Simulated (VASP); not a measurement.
# Cs2AgBiBr6 (Fm-3m) in VASP: single point with PBE

Aim: the single point of Cs2AgBiBr6 with PBE.

Program: VASP 6.6.1. These are calculated values, not measurements. Logs are shortened: lines on timing, memory, paths and dates and some standing lists are left out, and cuts for length are marked.

## 1. The cell of the first run

The structure is cubic, space group Fm-3m (No. 225). Conventional cell: a = 11.220 Å, b = 11.220 Å, c = 11.220 Å, α = 90.00°, β = 90.00°, γ = 90.00°. Bi (site symmetry m-3m) has 6 Br at 2.81 Å within 3.7 Å. Ag (site symmetry m-3m) has 6 Br at 2.80 Å within 3.7 Å. Within 5.2 Å of Cs (site symmetry -43m) lie 12 Br at 3.97 Å and 4 Bi at 4.86 Å and 4 Ag at 4.86 Å. Br (site symmetry 4mm) has 1 Ag at 2.80 Å and 1 Bi at 2.81 Å within 3.7 Å.

## 2. Single point, PBE

Input file INCAR:

```
SYSTEM = Cs2AgBiBr6
PREC = Accurate
ENCUT = 520
EDIFF = 1E-6
ISMEAR = 1
SIGMA = 0.0306
LREAL = .False.
LASPH = .True.
NELM = 60
ALGO = Normal
ISIF = 2
LWAVE = .False.
LCHARG = .True.
GGA = PE
LELF = .True.
LVHAR = .True.
NBANDS = 54
```

Input file KPOINTS:

```
regular mesh
0
Gamma
  4 4 4
  0 0 0
```

Input file POSCAR:

```
Cs2AgBiBr6
1.0
    0.0000000000      5.6098960000      5.6098960000
    5.6098960000      0.0000000000      5.6098960000
    5.6098960000      5.6098960000      0.0000000000
Bi Ag Cs Br
1 1 2 6
Direct
    0.0000000000      0.0000000000      0.0000000000
    0.5000000000      0.5000000000      0.5000000000
    0.2500000000      0.2500000000      0.2500000000
    0.7500000000      0.7500000000      0.7500000000
    0.2505500000      0.7494500000      0.2505500000
    0.2505500000      0.7494500000      0.7494500000
    0.7494500000      0.2505500000      0.7494500000
    0.7494500000      0.2505500000      0.2505500000
    0.2505500000      0.2505500000      0.7494500000
    0.7494500000      0.7494500000      0.2505500000
```

Potentials or basis: VASP PAW PBE potentials, release 64 (Bi_d, Ag, Cs_sv, Br).

Command:

```console
cat potpaw_PBE.64/Bi_d/POTCAR potpaw_PBE.64/Ag/POTCAR potpaw_PBE.64/Cs_sv/POTCAR potpaw_PBE.64/Br/POTCAR > POTCAR
mpirun -np 1 vasp_std > vasp.out
```

OUTCAR:

```text
SYSTEM = Cs2AgBiBr6
   PREC = Accurate
   ENCUT = 520
   EDIFF = 1E-6
   ISMEAR = 1
   LREAL = .False.
   LASPH = .True.
   NELM = 60
   ISIF = 2
   GGA = PE

 ion  position               nearest neighbor table
   1  0.000  0.000  0.000-   5 2.81   6 2.81   7 2.81   8 2.81   9 2.81  10 2.81
   2  0.500  0.500  0.500-   5 2.80   6 2.80   7 2.80   8 2.80   9 2.80  10 2.80
   3  0.250  0.250  0.250-
   4  0.750  0.750  0.750-
   5  0.251  0.749  0.251-   2 2.80   1 2.81
   6  0.251  0.749  0.749-   2 2.80   1 2.81
   7  0.749  0.251  0.749-   2 2.80   1 2.81
   8  0.749  0.251  0.251-   2 2.80   1 2.81
   9  0.251  0.251  0.749-   2 2.80   1 2.81
  10  0.749  0.749  0.251-   2 2.80   1 2.81

  LATTYP: Found a face centered cubic cell.
 ALAT       =    11.2197920000

  Lattice vectors:

 A1 = (   0.0000000000,   5.6098960000,   5.6098960000)
 A2 = (   5.6098960000,   0.0000000000,   5.6098960000)
 A3 = (   5.6098960000,   5.6098960000,   0.0000000000)

Analysis of symmetry for initial positions (statically):
=====================================================================
 Subroutine PRICEL returns:
 Original cell was already a primitive cell.

 Routine SETGRP: Setting up the symmetry group for a
 face centered cubic supercell.

 Subroutine GETGRP returns: Found 48 space group operations
 (whereof 48 operations were pure point group operations)
 out of a pool of 48 trial point group operations.

The static configuration has the point symmetry O_h .

Analysis of symmetry for dynamics (positions and initial velocities):
=====================================================================
 Subroutine PRICEL returns:
 Original cell was already a primitive cell.

 Routine SETGRP: Setting up the symmetry group for a
 face centered cubic supercell.

 Subroutine GETGRP returns: Found 48 space group operations
 (whereof 48 operations were pure point group operations)
 out of a pool of 48 trial point group operations.

The dynamic configuration has the point symmetry O_h .

 Subroutine INISYM returns: Found 48 space group operations
 (whereof 48 operations are pure point group operations),
 and found     1 'primitive' translations

----------------------------------------------------------------------------------------

                                     Primitive cell

  volume of cell :     353.0973

  direct lattice vectors                    reciprocal lattice vectors
     0.000000000  5.609896000  5.609896000    -0.089128212  0.089128212  0.089128212
     5.609896000  0.000000000  5.609896000     0.089128212 -0.089128212  0.089128212
     5.609896000  5.609896000  0.000000000     0.089128212  0.089128212 -0.089128212

  length of vectors
     7.933591007  7.933591007  7.933591007     0.154374592  0.154374592  0.154374592

  position of ions in fractional coordinates (direct lattice)
     0.000000000  0.000000000  0.000000000
     0.500000000  0.500000000  0.500000000
     0.250000000  0.250000000  0.250000000
     0.750000000  0.750000000  0.750000000
     0.250550000  0.749450000  0.250550000
     0.250550000  0.749450000  0.749450000
     0.749450000  0.250550000  0.749450000
     0.749450000  0.250550000  0.250550000
     0.250550000  0.250550000  0.749450000
     0.749450000  0.749450000  0.250550000

  ion indices of the primitive-cell ions
   primitive index   ion index
                 1           1
                 2           2
                 3           3
                 4           4
                 5           5
                 6           6
                 7           7
                 8           8
                 9           9
                10          10

----------------------------------------------------------------------------------------

 KPOINTS: regular mesh

Automatic generation of k-mesh.
 Grid dimensions read from file:
 generate k-points for:    4    4    4

 Generating k-lattice:

  Cartesian coordinates                     Fractional coordinates (reciprocal lattice)
    -0.022282053  0.022282053  0.022282053     0.250000000  0.000000000  0.000000000
     0.022282053 -0.022282053  0.022282053     0.000000000  0.250000000  0.000000000
     0.022282053  0.022282053 -0.022282053     0.000000000  0.000000000  0.250000000

  Length of vectors
     0.038593648  0.038593648  0.038593648

  Shift w.r.t. Gamma in fractional coordinates (k-lattice)
     0.000000000  0.000000000  0.000000000

 Subroutine IBZKPT returns following result:
 ===========================================

 Found      8 irreducible k-points:

 Following reciprocal coordinates:
            Coordinates               Weight
  0.000000  0.000000  0.000000      1.000000
  0.250000  0.000000  0.000000      8.000000
  0.500000  0.000000  0.000000      4.000000
  0.250000  0.250000  0.000000      6.000000
  0.500000  0.250000  0.000000     24.000000
 -0.250000  0.250000  0.000000     12.000000
  0.500000  0.500000  0.000000      3.000000
 -0.250000  0.500000  0.250000      6.000000
   k-points           NKPTS =      8   k-points in BZ     NKDIM =      8   number of bands    NBANDS=     54
   number of dos      NEDOS =    301   number of ions     NIONS =     10
   total plane-waves  NPLWV = 216000
   dimension x,y,z NGX =    60 NGY =   60 NGZ =   60
   dimension x,y,z NGXF=   120 NGYF=  120 NGZF=  120
   ions per type =               1   1   2   6
   NGX,Y,Z   is equivalent  to a cutoff of  12.57, 12.57, 12.57 a.u.
   NGXF,Y,Z  is equivalent  to a cutoff of  25.15, 25.15, 25.15 a.u.
 SYSTEM =  Cs2AgBiBr6
   PREC   = accura    normal or accurate (medium, high low for compatibility)
   ISTART =      0    job   : 0-new  1-cont  2-samecut
   ICHARG =      2    charge: 1-file 2-atom 10-const
   ISPIN  =      1    spin polarized calculation?
   LNONCOLLINEAR =      F non collinear calculations
   LSORBIT =      F    spin-orbit coupling
   LASPH  =      T    aspherical Exc in radial PAW
   ENCUT  =  520.0 eV  38.22 Ry    6.18 a.u.  14.75 14.75 14.75*2*pi/ulx,y,z
   NELM   =     60;   NELMIN=  2; NELMDL= -5     # of ELM steps
   EDIFF  = 0.1E-05   stopping-criterion for ELM
   LREAL  =      F    real-space projection
[... 7 lines left out ...]
   TEBEG  =    0.0;   TEEND  =   0.0 temperature during run
   PSTRESS=    0.0 pullay stress
   NELECT =      86.0000    total number of electrons
   NUPDOWN=      -1.0000    fix difference up-down
   EMIN   =  10.00;   EMAX   =-10.00  energy-range for DOS
   EFERMI =   0.00;   METHOD = LEGACY
   ISMEAR =     1;   SIGMA  =   0.03  broadening in eV -4-tet -1-fermi 0-gaus
   EFERMI_NEDOS =   21; number of points for ismear=-14 and -15
   IALGO  =     38    algorithm
   IMIX   =      4    mixing-type and parameters
     AMIX     =   0.40;   BMIX     =  1.00
     AMIX_MAG =   1.60;   BMIX_MAG =  1.00
  volume/ion in A,a.u.               =      35.31       238.28
  Fermi-wavevector in a.u.,A,eV,Ry     =   1.022373  1.932005 14.221452  1.045247
  Thomas-Fermi vector in A             =   2.156049
   LORBIT       =      0    0 simple, 1 ext, 2 COOP (PROOUT), +10 PAW based schemes
   GGA     = PE    functional components
   LHFCALC =     F    Hartree Fock is set to
   AEXX    =    0.0000 exact exchange contribution
   IVDW    =     0    specifies the selected vdW correction
   LEPSILON=     F    determine dielectric tensor
   LRPA    =     F    only Hartree local field effects (RPA)
 non-spin polarized calculation
 Methfessel and Paxton  Order N= 1 SIGMA  =   0.03
  energy-cutoff  :      520.00
  volume of cell :      353.10
 maximum number of plane-waves:      9558
 NGX is ok and might be reduce to    60
   NGX = 29   NGY = 29   NGZ = 29

 number of electron      86.0000013 magnetization

 Free energy of the ion-electron system (eV)
  ---------------------------------------------------
  ext. energy  EPLUGINS =         0.00000000
  ---------------------------------------------------
  free energy    TOTEN  =       -29.46266412 eV

  energy without entropy =      -29.46274728  energy(sigma->0) =      -29.46269184

 E-fermi :   1.5027     XC(G=0):  -8.1801

 val. band max:        1.4769390713   @ k =   0.5000   0.5000   0.0000
 cond. band min:       2.7407571187   @ k =   0.5000   0.0000   0.0000
 fundamental gap:      1.2638180474
 Fermi energy:         1.5027006600

 k-point     1 :       0.0000    0.0000    0.0000
  band No.  band energies     occupation
      1     -21.6395      2.00000
      2     -21.6395      2.00000
      3     -21.5969      2.00000
      4     -21.5969      2.00000
      5     -21.5969      2.00000
      6     -19.3368      2.00000
[... 46 lines left out ...]
     53       6.8360      0.00000
     54       6.8360      0.00000

 k-point     2 :       0.2500    0.0000    0.0000
  band No.  band energies     occupation
      1     -21.6395      2.00000
      2     -21.6395      2.00000
      3     -21.5969      2.00000
      4     -21.5969      2.00000
      5     -21.5969      2.00000
      6     -19.3357      2.00000
[... 46 lines left out ...]
     53       7.1382      0.00000
     54       7.1936      0.00000

 k-point     3 :       0.5000    0.0000    0.0000
  band No.  band energies     occupation
      1     -21.6395      2.00000
      2     -21.6395      2.00000
      3     -21.5969      2.00000
      4     -21.5969      2.00000
      5     -21.5969      2.00000
      6     -19.3332      2.00000
[... 46 lines left out ...]
     53       7.6731      0.00000
     54       7.7743      0.00000
[... 172 lines left out ...]
 k-point     7 :       0.5000    0.5000    0.0000
  band No.  band energies     occupation
      1     -21.6396      2.00000
      2     -21.6395      2.00000
      3     -21.5969      2.00000
      4     -21.5969      2.00000
      5     -21.5969      2.00000
      6     -19.3341      2.00000
[... 46 lines left out ...]
     53       7.7143      0.00000
     54       8.1917      0.00000

 k-point     8 :      -0.2500    0.5000    0.2500
  band No.  band energies     occupation
      1     -21.6395      2.00000
      2     -21.6395      2.00000
      3     -21.5969      2.00000
      4     -21.5969      2.00000
      5     -21.5969      2.00000
      6     -19.3331      2.00000
[... 46 lines left out ...]
     53       7.5073      0.00000
     54       7.7657      0.00000

------------------------ aborting loop because EDIFF is reached ----------------------------------------

  FORCE on cell =-STRESS in cart. coord.  units (eV):
  Direction    XX          YY          ZZ          XY          YZ          ZX
  --------------------------------------------------------------------------------------
  -------------------------------------------------------------------------------------
  Total        4.3376832      4.3376832      4.3376832     -0.0000000     -0.0000000      0.0000000
  in kB       19.6822155     19.6822155     19.6822155     -0.0000000     -0.0000000      0.0000000
  external PRESSURE =      19.6822155 kB  Pullay stress =       0.0000000 kB

 VOLUME and BASIS-vectors are now :
 -----------------------------------------------------------------------------
  energy-cutoff  :      520.00
  volume of cell :      353.10
      direct lattice vectors                 reciprocal lattice vectors
     0.000000000  5.609896000  5.609896000    -0.089128212  0.089128212  0.089128212
     5.609896000  0.000000000  5.609896000     0.089128212 -0.089128212  0.089128212
     5.609896000  5.609896000  0.000000000     0.089128212  0.089128212 -0.089128212

 POSITION                                       TOTAL-FORCE (eV/Angst)
 -----------------------------------------------------------------------------------
      0.00000      0.00000      0.00000         0.000000      0.000000      0.000000
      5.60990      5.60990      5.60990         0.000000      0.000000     -0.000000
      2.80495      2.80495      2.80495        -0.000000      0.000000     -0.000000
      8.41484      8.41484      8.41484        -0.000000     -0.000000      0.000000
      5.60990      2.81112      5.60990         0.000000      0.306501      0.000000
      8.40867      5.60990      5.60990        -0.306501      0.000000      0.000000
      5.60990      8.40867      5.60990         0.000000     -0.306501      0.000000
      2.81112      5.60990      5.60990         0.306501      0.000000      0.000000
      5.60990      5.60990      2.81112         0.000000      0.000000      0.306501
      5.60990      5.60990      8.40867         0.000000      0.000000     -0.306501
 -----------------------------------------------------------------------------------
    total drift:                                0.000000      0.000000     -0.000000

  FREE ENERGIE OF THE ION-ELECTRON SYSTEM (eV)
  ---------------------------------------------------
  free  energy   TOTEN  =       -29.4626641206 eV

  energy  without entropy=      -29.4627472848  energy(sigma->0) =      -29.46269184
```

It took 8.8 min on 1 thread of Intel Xeon 8259CL, shared host; peak memory 0.6 GiB.

What came out:

| Property | Result |
| --- | --- |
| Free energy | -29.4627 eV |
| Pressure | 2.0 GPa |
| Largest force | 0.307 eV/Å |
| Band gap on the k mesh | 1.26 eV (least direct gap 2.47 eV) |

Forces in eV/Å, atoms in the order of the input:
```
Bi   0.000  0.000  0.000
Ag   0.000  0.000  0.000
Cs   0.000  0.000  0.000
Cs   0.000  0.000  0.000
Br   0.000  0.307  0.000
Br  -0.307  0.000  0.000
Br   0.000 -0.307  0.000
Br   0.307  0.000  0.000
Br   0.000  0.000  0.307
Br   0.000  0.000 -0.307
```

Caveat: spin-orbit coupling is left out, which moves the levels of the heavy elements. A k mesh can miss the band edges.
